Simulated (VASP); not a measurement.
Ge2Sb2Te5: single point with PBE

The system is Ge2Sb2Te5.

```
CELL_PARAMETERS angstrom
4.56250 0.00000 0.00000
-2.28125 3.95124 0.00000
0.00000 0.00000 17.78510
ATOMIC_POSITIONS crystal
Ge 0.00000 0.00000 0.33147
Ge 0.00000 0.00000 0.66853
Sb 0.33333 0.66667 0.11216
Sb 0.66667 0.33333 0.88784
Te 0.00000 0.00000 0.00000
Te 0.33333 0.66667 0.79136
Te 0.66667 0.33333 0.20864
Te 0.33333 0.66667 0.40975
Te 0.66667 0.33333 0.59025
```

* Program: VASP 6.6.1
* Task: single point
* Functional: PBE
* Potentials or basis: VASP PAW PBE potentials, release 64 (Ge_d, Sb, Te)
* Cutoff: 520 eV
* k mesh: 9 × 9 × 2
* Occupations: gaussian, width 0.03 eV
* Spin: no spin polarisation

```
Pressure               : -4.3 GPa
Largest force          : 0.432 eV/Å
Band gap on the k mesh : 0.21 eV
```

Forces in eV/Å, atoms in the order of the input:
```
Ge   0.000  0.000  0.326
Ge   0.000  0.000 -0.326
Sb   0.000  0.000  0.176
Sb   0.000  0.000 -0.176
Te   0.000  0.000  0.000
Te   0.000  0.000  0.432
Te   0.000  0.000 -0.432
Te   0.000  0.000 -0.325
Te   0.000  0.000  0.325
```

Stress tensor (GPa, compression positive):
```
-5.14  0.00  0.00
 0.00 -5.14  0.00
 0.00  0.00 -2.62
```

Levels at points of the mesh, in eV from the valence-band top:
| k point | band 32 | band 33 | band 34 | band 35 | band 36 | band 37 |
| --- | --- | --- | --- | --- | --- | --- |
| (0.00, 0.00, 0.00) | -1.07 | -1.07 | -0.26 | 0.24 | 0.24 | 0.39 |
| (0.00, 0.00, 0.50) | -1.10 | -1.10 | -0.26 | 0.26 | 0.26 | 0.39 |

Run time: 11 min on 1 thread of Oxide Virtual Turin-like Processor (shared host), peak memory 0.6 GiB.

Caveat: the cell stands under tension; semilocal functionals underestimate gaps, and a narrow one can read as zero; spin-orbit coupling is left out, which moves the levels of the heavy elements; this functional lacks dispersion, which binds layers or chains, so the pressure and a relaxed spacing across them are unreliable. A k mesh can miss the band edges.
